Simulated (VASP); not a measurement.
Ag:

```
Ag
1.0
     0.00000    2.10869    2.10869
     2.10869    0.00000    2.10869
     2.10869    2.10869    0.00000
Ag
1
Direct
  0.00000 0.00000 0.00000
```

```yaml
Program: VASP 6.6.1
Task: relaxation of cell and atoms
Functional: PBE
Potentials_or_basis: VASP PAW PBE potentials, release 64 (Ag)
Cutoff: 650 eV
k_mesh: 15 × 15 × 15
Occupations: methfessel-paxton, width 0.05 eV
Spin: non-collinear spin, zero start, spin-orbit coupling
Starting_moments: "[[0.0, 0.0, 0.0]] μB"
```

At the start: pressure -4.0 GPa; volume 18.75 Å³/atom.

Question: Where does the relaxation end?

Answer: Over 19 steps the energy falls by 13.0 meV/atom and the volume is 17.78 Å³/atom (-5.2 %); space group Fm-3m (No. 225, to 0.1 Å) before and after; moment 0.00 μB per cell.

The path:
```
step  energy change (eV)  largest force (eV/Å)  pressure (GPa)  volume (Å³)
   1              0.0000                0.0000           -3.97        18.75
   2             -0.0119                0.0000            1.46        17.52
   3             -0.0131                0.0000            0.03        17.78
   4             -0.0131                0.0000           -0.07        17.80
   5             -0.0131                0.0000           -0.07        17.80
   6             -0.0131                0.0000           -0.06        17.80
   7             -0.0131                0.0000           -0.06        17.80
   8             -0.0131                0.0000           -0.06        17.80
   9             -0.0131                0.0000           -0.06        17.80
  10             -0.0131                0.0000           -0.06        17.80
  11             -0.0131                0.0000           -0.06        17.80
  12             -0.0131                0.0000           -0.06        17.80
  13             -0.0131                0.0000           -0.06        17.80
  14             -0.0131                0.0000           -0.05        17.80
  15             -0.0131                0.0000           -0.04        17.79
  16             -0.0131                0.0000            0.00        17.79
  17             -0.0130                0.0000           -0.02        17.79
  18             -0.0130                0.0000            0.01        17.78
  19             -0.0130                0.0000            0.01        17.78
```

Final structure:
```
Ag
1.0
     0.00000    2.07160    2.07160
     2.07160    0.00000    2.07160
     2.07160    2.07160    0.00000
Ag
1
Direct
  0.00000 0.00000 0.00000
```
